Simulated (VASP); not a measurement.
CoO:

```
Co O
1.0
     2.57246    0.00000    0.00000
     0.00000    2.57246    0.00000
     0.00000    0.00000    2.57246
Co O
1 1
Direct
  0.00000 0.00000 0.00000
  0.50000 0.50000 0.50000
```

Program: VASP 6.6.1. Alike in all runs: task single point; level PBEsol; potentials or basis VASP PAW PBE potentials, release 64 (Co, O); cell as given; k mesh 16 × 16 × 16; cutoff (eV) 520; smearing gaussian 0.1 eV.

Question: Order these runs on this cell by their pressure, lowest first.
A. spin collinear, ferromagnetic start; fixed moment (μB) 1.0
B. spin collinear, zero start; fixed moment (μB) 0.0
C. spin collinear, ferromagnetic start; fixed moment (μB) 1.5
D. spin collinear, ferromagnetic start

Answer: B (-15.8 GPa), A (-14.1 GPa), C (-11.9 GPa), D (-0.4 GPa).

Caveats: the PAW data sets were made with another functional, which shifts forces and pressure a little; the total moment is fixed, so each spin has its own Fermi level (some runs); a cell with one magnetic atom can't hold antiferromagnetic order, which such compounds often take (some runs).
